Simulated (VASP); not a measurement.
# Hf2S (P6_3/mmc) in VASP: a series of runs, part 2 of 2

VASP 6.6.1. Earlier steps stand in the parts before.

## (3) Relaxation of cell and atoms, PBEsol

This run uses another cell than the first one, of 19.26 Å³/atom.

The input, INCAR:

```
PREC = Accurate
ENCUT = 600
EDIFF = 1E-6
ISMEAR = 0
SIGMA = 0.1
LREAL = False
LASPH = True
NELM = 100
ALGO = Normal
ISIF = 3
LWAVE = False
LCHARG = False
GGA = PS
IBRION = 2
NSW = 100
EDIFFG = -0.005
```

The input, KPOINTS:

```
Automatic mesh
0
Gamma
  12 12 4
```

The input, POSCAR:

```
Hf2S
1.0
    3.3742737662      0.0000000000      0.0000000000
   -1.6871368831      2.9222068008      0.0000000000
    0.0000000000      0.0000000000     11.7174070300
Hf S
4 2
Direct
    0.6666666700      0.3333333300      0.8998116400
    0.3333333300      0.6666666700      0.3998116400
    0.6666666700      0.3333333300      0.6001883600
    0.3333333300      0.6666666700      0.1001883600
    0.0000000000      0.0000000000      0.7500000000
    0.0000000000      0.0000000000      0.2500000000
```

Potentials or basis: VASP PAW PBE potentials, release 64 (Hf_pv, S).

The run is started by

```bash
$ cat potpaw_PBE.64/Hf_pv/POTCAR potpaw_PBE.64/S/POTCAR > POTCAR
$ mpirun -np 1 vasp_std > vasp.out
```

OUTCAR:

```text
PREC = Accurate
   ENCUT = 600
   EDIFF = 1E-6
   ISMEAR = 0
   LREAL = False
   LASPH = True
   NELM = 100
   ISIF = 3
   GGA = PS
   IBRION = 2
   NSW = 100
   EDIFFG = -0.005

 ion  position               nearest neighbor table
   1  0.667  0.333  0.900-   5 2.62   5 2.62   5 2.62   4 3.05   4 3.05   4 3.05   3 3.51
   2  0.333  0.667  0.400-   6 2.62   6 2.62   6 2.62   3 3.05   3 3.05   3 3.05   4 3.51
   3  0.667  0.333  0.600-   5 2.62   5 2.62   5 2.62   2 3.05   2 3.05   2 3.05   1 3.51
   4  0.333  0.667  0.100-   6 2.62   6 2.62   6 2.62   1 3.05   1 3.05   1 3.05   2 3.51
   5  0.000  0.000  0.750-   1 2.62   3 2.62   1 2.62   3 2.62   1 2.62   3 2.62
   6  0.000  0.000  0.250-   2 2.62   4 2.62   2 2.62   4 2.62   2 2.62   4 2.62

  LATTYP: Found a hexagonal cell.
 ALAT       =     3.3742737662
 C/A-ratio  =     3.4725715345

  Lattice vectors:

 A1 = (   3.3742737662,   0.0000000000,   0.0000000000)
 A2 = (  -1.6871368831,   2.9222068008,   0.0000000000)
 A3 = (   0.0000000000,   0.0000000000,  11.7174070300)

Analysis of symmetry for initial positions (statically):
=====================================================================
 Subroutine PRICEL returns:
 Original cell was already a primitive cell.

 Routine SETGRP: Setting up the symmetry group for a
 hexagonal supercell.

 Subroutine GETGRP returns: Found 24 space group operations
 (whereof 12 operations were pure point group operations)
 out of a pool of 24 trial point group operations.

The static configuration has the point symmetry D_3d.
 The point group associated with its full space group is D_6h.

Analysis of symmetry for dynamics (positions and initial velocities):
=====================================================================
 Subroutine PRICEL returns:
 Original cell was already a primitive cell.

 Routine SETGRP: Setting up the symmetry group for a
 hexagonal supercell.

 Subroutine GETGRP returns: Found 24 space group operations
[... 153 lines left out ...]

 number of electron      52.0000001 magnetization

 Free energy of the ion-electron system (eV)
  ---------------------------------------------------
  ext. energy  EPLUGINS =         0.00000000
  ---------------------------------------------------
  free energy    TOTEN  =       -57.42695846 eV

  energy without entropy =      -57.41184001  energy(sigma->0) =      -57.41939923

------------------------ aborting loop because EDIFF is reached ----------------------------------------

  FORCE on cell =-STRESS in cart. coord.  units (eV):
  Direction    XX          YY          ZZ          XY          YZ          ZX
  --------------------------------------------------------------------------------------
  -------------------------------------------------------------------------------------
  Total       -2.4629607     -2.4629607     -2.1569427     -0.0000000      0.0000000      0.0000000
  in kB      -34.1542918    -34.1542918    -29.9106886     -0.0000000      0.0000000      0.0000000
  external PRESSURE =     -32.7397574 kB  Pullay stress =       0.0000000 kB
[... 101 lines left out ...]
  FREE ENERGIE OF THE ION-ELECTRON SYSTEM (eV)
  ---------------------------------------------------
  free  energy   TOTEN  =       -57.4584294810 eV

  energy  without entropy=      -57.4438215350  energy(sigma->0) =      -57.45112551

[... ionic steps 4 to 9 ...]

--------------------------------------- Ionic step       10  -------------------------------------------

 number of electron      52.0000001 magnetization

------------------------ aborting loop because EDIFF is reached ----------------------------------------
[... 75 lines left out ...]
--------------------------------------- Ionic step       12  -------------------------------------------

 number of electron      52.0000001 magnetization

 Free energy of the ion-electron system (eV)
  ---------------------------------------------------
  ext. energy  EPLUGINS =         0.00000000
  ---------------------------------------------------
  free energy    TOTEN  =       -57.46208536 eV

  energy without entropy =      -57.44778725  energy(sigma->0) =      -57.45493630

 E-fermi :   6.4676     XC(G=0): -11.6215

 val. band max:        6.4532642889   @ k =   0.2500   0.0833   0.0000
 cond. band min:       6.4706018033   @ k =   0.0833   0.0833   0.0000
 fundamental gap:      0.0173375144
 Fermi energy:         6.4676035096

 k-point     1 :       0.0000    0.0000    0.0000
  band No.  band energies     occupation
      1     -24.7215      2.00000
      2     -24.5841      2.00000
      3     -24.2582      2.00000
      4     -24.1448      2.00000
      5     -24.1448      2.00000
      6     -24.1339      2.00000
[... 805 lines left out ...]
     30       8.2397      0.00000
     31       8.9069      0.00000

 [... further k-points ...]

------------------------ aborting loop because EDIFF is reached ----------------------------------------

  FORCE on cell =-STRESS in cart. coord.  units (eV):
  Direction    XX          YY          ZZ          XY          YZ          ZX
  --------------------------------------------------------------------------------------
  -------------------------------------------------------------------------------------
  Total       -0.0226926     -0.0226926      0.0096998      0.0000000      0.0000000      0.0000000
  in kB       -0.3222707     -0.3222707      0.1377520      0.0000000      0.0000000      0.0000000
  external PRESSURE =      -0.1689298 kB  Pullay stress =       0.0000000 kB
[... 21 lines left out ...]
  FREE ENERGIE OF THE ION-ELECTRON SYSTEM (eV)
  ---------------------------------------------------
  free  energy   TOTEN  =       -57.4620853552 eV

  energy  without entropy=      -57.4477872521  energy(sigma->0) =      -57.45493630

 reached required accuracy - stopping structural energy minimisation
```

Run time: 13 min. Hardware: 1 thread of Intel Xeon Platinum 8559C (Emerald Rapids), shared host; peak memory 0.4 GiB.

Results:

```yaml
Free_energy: -57.4621 eV
Relaxed_volume: 18.80 Å³/atom
Relaxed_cell: a = 3.343 Å, b = 3.343 Å, c = 11.656 Å, α = 90.00°, β = 90.00°, γ = 120.00°
Space_group_after_relaxing_to_0.1_Å: P6_3/mmc (No. 194)
Energy_gained_by_relaxing: 5.9 meV/atom
Ionic_steps: 12
Pressure_after_relaxing: 0.0 GPa
Band_gap_on_the_k_mesh: zero (bands 26 and 27 overlap by 1.03 eV)
```

Forces on the atoms (eV/Å):
```
Hf   0.000  0.000 -0.002
Hf   0.000  0.000 -0.002
Hf   0.000  0.000  0.002
Hf   0.000  0.000  0.002
S    0.000  0.000  0.000
S    0.000  0.000  0.000
```

Step by step:
```csv
step,energy change (eV),largest force (eV/Å),pressure (GPa),volume (Å³)
1,0.0000,0.2026,-3.27,115.54
2,0.0254,0.0512,5.29,109.08
3,-0.0315,0.1495,0.14,112.72
4,-0.0315,0.1483,0.21,112.67
5,-0.0348,0.0384,0.11,112.69
6,-0.0349,0.0157,0.09,112.70
7,-0.0349,0.0185,0.09,112.70
8,-0.0351,0.0100,-0.09,112.85
9,-0.0351,0.0095,-0.07,112.86
10,-0.0351,0.0087,-0.11,112.88
11,-0.0351,0.0015,0.02,112.78
12,-0.0351,0.0024,-0.02,112.82
```

Final structure:
```
Hf S
1.0
     3.34307    0.00000    0.00000
    -1.67154    2.89518    0.00000
     0.00000    0.00000   11.65606
Hf S
4 2
Direct
  0.66667 0.33333 0.89860
  0.33333 0.66667 0.39860
  0.66667 0.33333 0.60140
  0.33333 0.66667 0.10140
  0.00000 0.00000 0.75000
  0.00000 0.00000 0.25000
```

Caveat: the PAW data sets were made with another functional, which shifts forces and pressure a little; spin-orbit coupling is left out, which moves the levels of the heavy elements.

## (4) Single point, PBEsol

The input, INCAR:

```
SYSTEM = Hf2S
ALGO = Normal
EDIFF = 1E-7
ENCUT = 520
GGA = PS
ISIF = 2
ISMEAR = 0
LASPH = .TRUE.
LCHARG = .TRUE.
LELF = .TRUE.
LREAL = .FALSE.
LVHAR = .TRUE.
LWAVE = .FALSE.
NBANDS = 35
NELM = 80
PREC = Accurate
SIGMA = 0.1
```

The input, KPOINTS:

```
k-points
0
G
  12 12 3
  0 0 0
```

The input, POSCAR:

```
Hf2S
1.0
    3.3465310240      0.0000000000      0.0000000000
   -1.6732655120      2.8981808813      0.0000000000
    0.0000000000      0.0000000000     11.6642358468
Hf S
4 2
Direct
    0.6666666667      0.3333333333      0.8986176337
    0.3333333333      0.6666666667      0.3986176337
    0.6666666667      0.3333333333      0.6013823663
    0.3333333333      0.6666666667      0.1013823663
    0.0000000000      0.0000000000      0.7500000000
    0.0000000000      0.0000000000      0.2500000000
```

The run is started by

```bash
$ cat potpaw_PBE.64/Hf_pv/POTCAR potpaw_PBE.64/S/POTCAR > POTCAR
$ mpirun -np 1 vasp_std > vasp.out
```

It took 2 min on 1 thread of AMD EPYC 9R45 (Zen 5), shared host; peak memory 0.28 GiB.

Results (log left out):

```yaml
Free_energy: -57.4589 eV
Pressure: -0.4 GPa
Largest_force: 0.013 eV/Å
Band_gap_on_the_k_mesh: zero (bands 26 and 27 overlap by 1.03 eV)
```

Forces on the atoms (eV/Å):
```
Hf   0.000  0.000 -0.013
Hf   0.000  0.000 -0.013
Hf   0.000  0.000  0.013
Hf   0.000  0.000  0.013
S    0.000  0.000  0.000
S    0.000  0.000  0.000
```

Levels at points of the mesh, in eV from the Fermi level:
```
           k point  band 23  band 24  band 25  band 26  band 27  band 28  band 29  band 30
(0.00, 0.00, 0.00)    -1.52    -0.14    -0.05     0.48     0.48     0.56     0.56     0.84
(0.50, 0.00, 0.00)    -1.75    -1.31    -1.19    -0.71    -0.55     0.90     1.00     2.64
```

Caveat: the PAW data sets were made with another functional, which shifts forces and pressure a little; spin-orbit coupling is left out, which moves the levels of the heavy elements.

## (5) The runs side by side

```csv
task,cell,k mesh,cutoff (eV),gap on the mesh (eV),pressure (GPa),largest force (eV/Å)
single point,"a = 3.347, b = 3.347, c = 11.664 Å, angles 90.0, 90.0, 120.0°, 6 atoms, atomic positions A",12 × 12 × 4,520,none,-0.4,0.01
relaxation of cell and atoms,"relaxed from a = 3.374, b = 3.374, c = 11.717 Å, angles 90.0, 90.0, 120.0°, 6 atoms, atomic positions B",12 × 12 × 4,600,none,0.0,-
single point,"a = 3.347, b = 3.347, c = 11.664 Å, angles 90.0, 90.0, 120.0°, 6 atoms, atomic positions A",12 × 12 × 3,520,none,-0.4,0.01
```

Alike in all rows: level PBEsol; potentials or basis VASP PAW PBE potentials, release 64 (Hf_pv, S); no spin polarisation; smearing gaussian 0.1 eV.

Caveats: the PAW data sets were made with another functional, which shifts forces and pressure a little; spin-orbit coupling is left out, which moves the levels of the heavy elements.

Absolute energies hang on the potentials; compare differences alone.
